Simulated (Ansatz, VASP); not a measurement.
**Ca in VASP and in Ansatz**

File INCAR:

```
PREC = Accurate ; ENCUT = 520
EDIFF = 1E-7 ; ISMEAR = 0
SIGMA = 0.15 ; LREAL = F
LASPH = T ; NELM = 80
ALGO = Fast ; ISIF = 2
LWAVE = F ; LCHARG = F
GGA = PE ; NBANDS = 11
```

KPOINTS

```
regular mesh
0
Gamma
  14 14 14
```

The input POSCAR:

```
Ca
1.0
    0.0000000000      2.7942000000      2.7942000000
    2.5846350000      0.0000000000      2.7942000000
    2.5846350000      2.7942000000      0.0000000000
Ca
1
Direct
    0.0000000000      0.0000000000      0.0000000000
```

Input for Ansatz:

```yaml
crystal:
  lattice:
    - [0.0, 2.7942, 2.7942]
    - [2.584635, 0.0, 2.7942]
    - [2.584635, 2.7942, 0.0]
  atoms:
    - { symbol: Ca, position: [0.0, 0.0, 0.0] }
basis:
  ecutwfc: 420
kpoints:
  mp_grid: { grid: [14, 14, 14] }
hamiltonian:
  xc: pbe
scf:
  occupations: { method: gaussian, width: 0.15 }
output:
  forces: true
  stress: true
  eigenvalues: true
```

Change from the starting cell: strain -0.0750 x Voigt [1, 0, 0, 0, 0, 0], atoms carried along.

Alike in both runs: task single point; functional PBE; k mesh 14 × 14 × 14; occupations gaussian, width 0.15 eV; no spin polarisation.

```csv
,VASP,Ansatz
version,VASP 6.6.1,Ansatz 0.2.0
potentials or method,"VASP PAW PBE potentials, release 64 (Ca_sv), cutoff 520 eV","scalar-relativistic, plane waves, PAW"
valence electrons in the cell,10,10
```

```csv
,VASP,Ansatz,Ansatz less VASP
gap on the k mesh at the Fermi level (eV),none,none,-
pressure (GPa),0.8,0.8,-0.01
"traceless stress, the component that is largest in VASP (GPa)",0.25,0.25,0.000
```

A gap of «none» marks a metal or a gap that the smearing closes.
